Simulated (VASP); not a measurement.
Write the native input for VASP 6.6.1 that does the following.

```yaml
Task: single point
Functional: LDA
Potentials_or_basis: VASP PAW LDA potentials, release 64 (Ru_pv)
Cutoff: 520 eV
k_mesh: 21 × 21 × 10
Occupations: gaussian, width 0.15 eV
Spin: no spin polarisation
Dipole_correction: no
Further_INCAR_settings: ALGO = Fast; EDIFF = 1e-06; NBANDS = 21
```

The structure of Ru lies in POSCAR:

```
Ru
1.0
    2.5670964504      0.0000000000      0.0000000000
   -1.2835482252      2.2231707400      0.0000000000
    0.0000000000      0.0000000000      4.2267610266
Ru
2
Direct
    0.3182197843      0.6364395686      0.2500000000
    0.6817802157      0.3635604314      0.7500000000
```

This cell differs from its parent crystal: atoms displaced along a vibrational mode, the cell strained.

One way to write it, as run:

INCAR

```
PREC = Accurate
ENCUT = 520
EDIFF = 1E-6
ISMEAR = 0
SIGMA = 0.15
LREAL = False
LASPH = True
NELM = 80
ALGO = Fast
ISIF = 2
LWAVE = False
LCHARG = False
NBANDS = 21
```

KPOINTS

```
regular mesh
0
Gamma
  21 21 10
```

Potentials or basis: VASP PAW LDA potentials, release 64 (Ru_pv).

The run is started by

```sh
$ cat potpaw_LDA.64/Ru_pv/POTCAR > POTCAR
$ mpirun -np 1 vasp_std > vasp.out
```

It gave:

```json
{
 "Pressure": "39.1 GPa",
 "Largest force": "1.207 eV/Å",
 "Band gap on the k mesh": "zero (bands 14 and 15 overlap by 3.97 eV)"
}
```

Caveat: the cell differs from its parent crystal (atoms displaced along a vibrational mode, the cell strained); the stress differs along the axes, from 24 to 51 GPa; forces of over 1 eV/Å act on the atoms, so gaps and moduli don't describe the material at rest.

Wall time 6.5 min on 1 thread of Intel(R) Xeon(R) Platinum 8259CL CPU @ 2.50GHz (Skylake/Cascade Lake), with other jobs on the host, peak memory 0.36 GiB.
